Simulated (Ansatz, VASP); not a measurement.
SnSe2: VASP beside Ansatz

The input INCAR:

```
ALGO = Normal
EDIFF = 1E-6
ENCUT = 520
GGA = PS
ISIF = 2
ISMEAR = 0
LASPH = T
LCHARG = F
LREAL = F
LWAVE = F
NBANDS = 20
NELM = 100
PREC = Accurate
SIGMA = 0.05
```

File KPOINTS:

```
k-points
0
Gamma
  12 12 6
```

Contents of POSCAR:

```
SnSe2
1.0
    4.0315123140      0.0000000000      0.0000000000
   -2.0157561570      3.4913920796      0.0000000000
    0.0000000000      0.0000000000      5.5145261239
Sn Se
1 2
Direct
    0.0000000000      0.0000000000      0.0000000000
    0.3333333333      0.6666666667      0.2580716066
    0.6666666667      0.3333333333      0.7419283934
```

Input for Ansatz:

```yaml
crystal:
  lattice:
    - [4.031512314, 0.0, 0.0]
    - [-2.015756157, 3.4913920796, 0.0]
    - [0.0, 0.0, 5.5145261239]
  atoms:
    - { symbol: Sn, position: [0.0, 0.0, 0.0] }
    - { symbol: Se, position: [0.3333333333, 0.6666666667, 0.2580716066] }
    - { symbol: Se, position: [0.6666666667, 0.3333333333, 0.7419283934] }
basis:
  ecutwfc: 420
kpoints:
  mp_grid: { grid: [12, 12, 6] }
hamiltonian:
  xc: pbesol
scf:
  occupations: { method: gaussian, width: 0.05 }
output:
  forces: true
  stress: true
  eigenvalues: true
```

Alike in both runs: task single point; functional PBEsol; k mesh 12 × 12 × 6; occupations gaussian, width 0.05 eV; no spin polarisation.

|  | VASP | Ansatz |
| --- | --- | --- |
| version | VASP 6.6.1 | Ansatz 0.2.0 |
| potentials or method | VASP PAW PBE potentials, release 64 (Sn_d, Se), cutoff 520 eV | scalar-relativistic, plane waves, PAW |
| valence electrons in the cell | 26 | 46 |

|  | VASP | Ansatz | Ansatz less VASP |
| --- | --- | --- | --- |
| gap on the k mesh at the Fermi level (eV) | none | none | - |
| pressure (GPa) | -0.2 | -0.3 | -0.11 |
| traceless stress, the component that is largest in VASP (GPa) | 4.03 | 4.06 | +0.025 |
| rms of the force components (eV/Å) | 0.342 | 0.334 | -0.0075 |

VASP's potentials were made for PBE, not for PBEsol. Atom by atom the forces differ by 0.008 eV/Å (rms over components). A gap of «none» marks a metal or a gap that the smearing closes. VASP's potentials hold 26 valence electrons a cell and Ansatz's 46, so a difference there can come from the potentials and not from the codes.
